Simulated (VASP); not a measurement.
A run of VASP 6.6.1:

The input INCAR:

```
SYSTEM = P
PREC = Accurate ; ENCUT = 520
EDIFF = 1E-6 ; ISMEAR = 0
SIGMA = 0.15 ; LREAL = .False.
LASPH = .True. ; NELM = 60
ALGO = Normal ; ISIF = 2
LWAVE = .False. ; LCHARG = .True.
GGA = PS ; LELF = .True.
LVHAR = .True. ; NBANDS = 12
```

Contents of KPOINTS:

```
regular mesh
0
Gamma
  18 18 18
  0 0 0
```

Contents of POSCAR:

```
P
1.0
    1.7257251780      0.9963478961      3.1296800121
   -1.7257251780      0.9963478961      3.1296800121
    0.0000000000     -1.9926957921      3.1296800121
P
2
Direct
    0.1518053382      0.1518053382      0.3776300736
    0.7729197500      0.7729197500      0.7729197500
```

Potentials or basis: VASP PAW PBE potentials, release 64 (P).

Command:

```sh
$ cat potpaw_PBE.64/P/POTCAR > POTCAR
$ mpirun -np 1 vasp_std > vasp.out
```

Hardware: 1 thread of Oxide Virtual Turin-like Processor, on a shared host.

Question: Estimate the wall time of this run.

Answer: Wall time 18 min on 1 thread of Oxide Virtual Turin-like Processor, with other jobs on the host, peak memory 0.49 GiB. Counts: scf iterations 11, k points 1550.
